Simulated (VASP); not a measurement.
Wanted: the native input for a VASP 6.6.1 run.

| Item | Value |
| --- | --- |
| Task | single point |
| Functional | PBEsol |
| Potentials or basis | VASP PAW PBE potentials, release 64 (W_sv, S) |
| Cutoff | 520 eV |
| k mesh | 12 × 12 × 12 |
| Occupations | gaussian, width 0.05 eV |
| Spin | no spin polarisation |
| Dipole correction | no |
| Further INCAR settings | ALGO = Normal; EDIFF = 1e-06; NBANDS = 20 |

The structure of WS2 lies in POSCAR:

```
WS2
1.0
    1.5790003843      0.8090772135      6.1633300000
   -1.5790003843      0.8090772135      6.1633300000
    0.0000000000     -1.6181544270      6.1633300000
W S
1 2
Direct
    0.0000000000      0.0000000000      0.0000000000
    0.7503000000      0.7503000000      0.7503000000
    0.5810000000      0.5810000000      0.5810000000
```

This cell differs from its parent crystal: strain -0.1125 x Voigt [0, 1, 0, 0, 0, 0].

These files were run (other wordings do the same):

INCAR

```
SYSTEM = WS2
ALGO = Normal
EDIFF = 1E-6
ENCUT = 520
GGA = PS
ISIF = 2
ISMEAR = 0
LASPH = .TRUE.
LCHARG = .FALSE.
LREAL = .FALSE.
LWAVE = .FALSE.
NBANDS = 20
NELM = 60
PREC = Accurate
SIGMA = 0.05
```

KPOINTS

```
k-points
0
G
  12 12 12
  0 0 0
```

Potentials or basis: VASP PAW PBE potentials, release 64 (W_sv, S).

Command:

```sh
$ cat potpaw_PBE.64/W_sv/POTCAR potpaw_PBE.64/S/POTCAR > POTCAR
$ mpirun -np 1 vasp_std > vasp.out
```

Results of the run:

```json
{"Pressure": "26.5 GPa", "Largest force": "2.159 eV/Å", "Band gap on the k mesh": "1.17 eV (least direct gap 1.87 eV)"}
```

Caveat: the cell differs from its parent crystal (strain -0.1125 x Voigt [0, 1, 0, 0, 0, 0]); the stress differs along the axes, from 13 to 48 GPa; the PAW data sets were made with another functional, which shifts forces and pressure a little; spin-orbit coupling is left out, which moves the levels of the heavy elements.

Wall time 29 min on 1 thread of Oxide Virtual Turin-like Processor, on a shared host, peak memory 0.59 GiB.
